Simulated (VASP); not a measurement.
# Te (P6_3/mmc) in VASP: further runs, part 2 of 2

VASP 6.6.1. The steps go on from the part before.

## (4) Relaxation of shape and atoms at fixed volume, PBEsol

This run uses another cell than the first one, of 15.34 Å³/atom, 0.520 times its volume.

File INCAR:

```
PREC = Accurate
ENCUT = 600
EDIFF = 1E-7
ISMEAR = -1
SIGMA = 0.08
LREAL = False
LASPH = True
NELM = 80
ALGO = Normal
ISIF = 4
LWAVE = False
LCHARG = False
GGA = PS
IBRION = 2
NSW = 50
EDIFFG = -0.005
```

File KPOINTS:

```
Automatic mesh
0
Gamma
  14 14 8
```

File POSCAR:

```
Te
1.0
    3.1674281642      0.0000000000      0.0000000000
   -1.5837140821      2.7430732548      0.0000000000
    0.0000000000      0.0000000000      3.5300700006
Te
2
Direct
    0.3333333333      0.6666666667      0.2500000000
    0.6666666667      0.3333333333      0.7500000000
```

Potentials or basis: VASP PAW PBE potentials, release 64 (Te).

The run is started by

```console
> cat potpaw_PBE.64/Te/POTCAR > POTCAR
> mpirun -np 1 vasp_std > vasp.out
```

OUTCAR:

```text
PREC = Accurate
   ENCUT = 600
   EDIFF = 1E-7
   ISMEAR = -1
   LREAL = False
   LASPH = True
   NELM = 80
   ISIF = 4
   GGA = PS
   IBRION = 2
   NSW = 50
   EDIFFG = -0.005

 ion  position               nearest neighbor table
   1  0.333  0.667  0.250-   2 2.54   2 2.54   2 2.54   2 2.54   2 2.54   2 2.54
   2  0.667  0.333  0.750-   1 2.54   1 2.54   1 2.54   1 2.54   1 2.54   1 2.54

  LATTYP: Found a hexagonal cell.
 ALAT       =     3.1674281642
 C/A-ratio  =     1.1144909427

  Lattice vectors:

 A1 = (   3.1674281642,   0.0000000000,   0.0000000000)
 A2 = (  -1.5837140821,   2.7430732548,   0.0000000000)
 A3 = (   0.0000000000,   0.0000000000,   3.5300700006)

Analysis of symmetry for initial positions (statically):
=====================================================================
 Subroutine PRICEL returns:
 Original cell was already a primitive cell.

 Routine SETGRP: Setting up the symmetry group for a
 hexagonal supercell.

 Subroutine GETGRP returns: Found 24 space group operations
 (whereof 12 operations were pure point group operations)
 out of a pool of 24 trial point group operations.

The static configuration has the point symmetry D_3d.
 The point group associated with its full space group is D_6h.

Analysis of symmetry for dynamics (positions and initial velocities):
=====================================================================
 Subroutine PRICEL returns:
 Original cell was already a primitive cell.

 Routine SETGRP: Setting up the symmetry group for a
 hexagonal supercell.

 Subroutine GETGRP returns: Found 24 space group operations
 (whereof 12 operations were pure point group operations)
 out of a pool of 24 trial point group operations.

The dynamic configuration has the point symmetry D_3d.
 The point group associated with its full space group is D_6h.

 Subroutine INISYM returns: Found 24 space group operations
 (whereof 12 operations are pure point group operations),
[... 134 lines left out ...]

--------------------------------------- Ionic step        1  -------------------------------------------

 number of electron      12.0000000 magnetization

 Free energy of the ion-electron system (eV)
  ---------------------------------------------------
  ext. energy  EPLUGINS =         0.00000000
  ---------------------------------------------------
  free energy    TOTEN  =         1.45193799 eV

  energy without entropy =        1.46971771  energy(sigma->0) =        1.46082785

------------------------ aborting loop because EDIFF is reached ----------------------------------------

  FORCE on cell =-STRESS in cart. coord.  units (eV):
  Direction    XX          YY          ZZ          XY          YZ          ZX
  --------------------------------------------------------------------------------------
  -------------------------------------------------------------------------------------
  Total       27.1792065     27.1792065     42.8111688      0.0000000     -0.0000000      0.0000000
  in kB     1419.7760921   1419.7760920   2236.3520401      0.0000000     -0.0000000      0.0000000
  external PRESSURE =    1691.9680747 kB  Pullay stress =       0.0000000 kB
[... 167 lines left out ...]
--------------------------------------- Ionic step        6  -------------------------------------------

 number of electron      11.9999999 magnetization

 Free energy of the ion-electron system (eV)
  ---------------------------------------------------
  ext. energy  EPLUGINS =         0.00000000
  ---------------------------------------------------
  free energy    TOTEN  =        -0.72874398 eV

  energy without entropy =       -0.71217486  energy(sigma->0) =       -0.72045942

 E-fermi :  19.1030     XC(G=0): -13.0903

 val. band max:       19.0762649308   @ k =   0.1429   0.0714   0.3750
 cond. band min:      19.1147146060   @ k =   0.3571   0.1429   0.3750
 fundamental gap:      0.0384496752
 Fermi energy:        19.1030461613

 k-point     1 :       0.0000    0.0000    0.0000
  band No.  band energies     occupation
      1      -1.9411      2.00000
      2       5.9084      2.00000
      3       7.1557      2.00000
      4      22.2121      0.00000
      5      22.2121      0.00000
      6      25.1298      0.00000
      7      25.1298      0.00000
      8      26.6538      0.00000
      9      26.7781      0.00000
     10      28.0772      0.00000
[... 287 lines left out ...]
 k-point    24 :       0.3571    0.2857    0.0000
  band No.  band energies     occupation
      1       5.7502      2.00000
      2       6.6363      2.00000
      3       9.3658      2.00000
      4      14.1967      2.00000
      5      14.4128      2.00000
      6      14.4483      2.00000
      7      15.6039      2.00000
      8      16.2198      2.00000
      9      20.1315      0.00001
     10      30.8518      0.00000

 [... further k-points ...]

------------------------ aborting loop because EDIFF is reached ----------------------------------------

  FORCE on cell =-STRESS in cart. coord.  units (eV):
  Direction    XX          YY          ZZ          XY          YZ          ZX
  --------------------------------------------------------------------------------------
  -------------------------------------------------------------------------------------
  Total       25.9065988     25.9065988     25.9047261      0.0000000      0.0000000      0.0000000
  in kB     1353.2981409   1353.2981406   1353.2003154      0.0000000      0.0000000      0.0000000
  external PRESSURE =    1353.2655323 kB  Pullay stress =       0.0000000 kB
[... 17 lines left out ...]
  FREE ENERGIE OF THE ION-ELECTRON SYSTEM (eV)
  ---------------------------------------------------
  free  energy   TOTEN  =        -0.7287439791 eV

  energy  without entropy=       -0.7121748634  energy(sigma->0) =       -0.72045942

 reached required accuracy - stopping structural energy minimisation
```

Run time: 1.8 min. Hardware: 1 thread of Intel Xeon Platinum 8375C at 2.90GHz (Ice Lake), shared host; peak memory 0.18 GiB.

Results:

| Item | Value |
| --- | --- |
| Free energy | -0.7287 eV |
| Energy gained by relaxing | 1090.3 meV/atom |
| Ionic steps | 6 |
| Pressure after relaxing | 135.3 GPa |
| Band gap on the k mesh | zero (band 6 reaches 25.13 eV, above the bottom of band 7 at 15.60 eV) |

Step by step:
```tsv
step	energy change (eV)	largest force (eV/Å)	pressure (GPa)	volume (Å³)
1	0.0000	0.0000	169.20	30.67
2	-2.1710	0.0000	134.77	30.67
3	-2.1807	0.0000	135.34	30.67
4	-2.1799	0.0000	135.12	30.67
5	-2.1805	0.0000	135.44	30.67
6	-2.1807	0.0000	135.33	30.67
```

Final structure:
```
Te
1.0
     2.82948    0.00000    0.00000
    -1.41474    2.45040    0.00000
     0.00000    0.00000    4.42368
Te
2
Direct
  0.33333 0.66667 0.25000
  0.66667 0.33333 0.75000
```

Caveat: the PAW data sets were made with another functional, which shifts forces and pressure a little; spin-orbit coupling is left out, which moves the levels of the heavy elements.

## (5) The runs side by side

| task | cell | cutoff (eV) | gap on the mesh (eV) | pressure (GPa) |
| --- | --- | --- | --- | --- |
| single point | a = 3.939, b = 3.939, c = 4.390 Å, angles 90.0, 90.0, 120.0°, 2 atoms | 520 | none | 0.0 |
| relaxation of shape and atoms at fixed volume | relaxed from a = 3.018, b = 3.018, c = 3.364 Å, angles 90.0, 90.0, 120.0°, 2 atoms | 600 | none | 237.8 |
| relaxation of shape and atoms at fixed volume | relaxed from a = 3.167, b = 3.167, c = 3.530 Å, angles 90.0, 90.0, 120.0°, 2 atoms | 600 | none | 135.3 |

Alike in all rows: level PBEsol; potentials or basis VASP PAW PBE potentials, release 64 (Te); no spin polarisation; k mesh 14 × 14 × 8; smearing fermi-dirac 0.08 eV.

Caveats: the PAW data sets were made with another functional, which shifts forces and pressure a little; spin-orbit coupling is left out, which moves the levels of the heavy elements.

Absolute energies hang on the potentials; compare differences alone.
